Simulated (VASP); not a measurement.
Here is a VASP 6.6.1 calculation.

INCAR

```
SYSTEM = Ag
PREC = Accurate ; ENCUT = 520
EDIFF = 1E-6 ; ISMEAR = 0
SIGMA = 0.15 ; LREAL = .False.
LASPH = .True. ; NELM = 60
ALGO = Fast ; ISIF = 2
LWAVE = .False. ; LCHARG = .False.
GGA = PS ; NBANDS = 18
```

Contents of KPOINTS:

```
regular mesh
0
Gamma
  22 22 14
  0 0 0
```

File POSCAR:

```
Ag
1.0
   -1.6125573273      1.6125573273      1.6125573273
    1.6125573273     -1.6125573273      1.6125573273
    3.2251146547      3.2251146547      0.0000000000
Ag
2
Direct
   -0.0877000488      0.0877000488      0.0000000000
    0.5877000488      0.4122999512      0.5000000000
```

Potentials or basis: VASP PAW PBE potentials, release 64 (Ag).

Run with:

```console
$ cat potpaw_PBE.64/Ag/POTCAR > POTCAR
$ mpirun -np 1 vasp_std > vasp.out
```

(1) Predict the pressure.

(2) Predict the band gap on the k mesh.

Answers

(1) 1.6 GPa.

(2) zero (bands 11 and 12 overlap by 6.99 eV).

Caveat: the cell differs from its parent crystal (atoms displaced along a vibrational mode); the PAW data sets were made with another functional, which shifts forces and pressure a little.
